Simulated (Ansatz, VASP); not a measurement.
## Two plane-wave programs on AlBiO4

```
Al Bi O
1.0
     4.50249    0.00000    0.00000
     0.00000    4.50249    0.00000
     0.00000    0.00000    4.50249
Al Bi O
1 1 4
Cartesian
  0.0000 0.0000 0.0000
  2.2512 2.2512 2.2512
  0.9819 0.9819 0.9819
  3.5206 3.5206 0.9819
  3.5206 0.9819 3.5206
  0.9819 3.5206 3.5206
```

Alike in both runs: task single point; functional PBE; k mesh 4 × 4 × 4; occupations gaussian, width 0.1 eV; no spin polarisation.

```csv
,VASP,Ansatz
version,VASP 6.6.1,Ansatz 0.2.0
potentials or method,"VASP PAW PBE potentials, release 64 (Al, Bi_d, O), cutoff 520 eV","scalar-relativistic, plane waves, PAW"
valence electrons in the cell,42,42
```

|  | VASP | Ansatz | Ansatz less VASP |
| --- | --- | --- | --- |
| gap on the k mesh at the Fermi level (eV) | none | none | - |
| pressure (GPa) | 0.3 | 0.1 | -0.23 |
| rms of the force components (eV/Å) | 1.164 | 1.176 | +0.0117 |

Atom by atom the forces differ by 0.012 eV/Å (rms over components). A gap of «none» marks a metal or a gap that the smearing closes.

Neither program's run includes spin-orbit coupling.
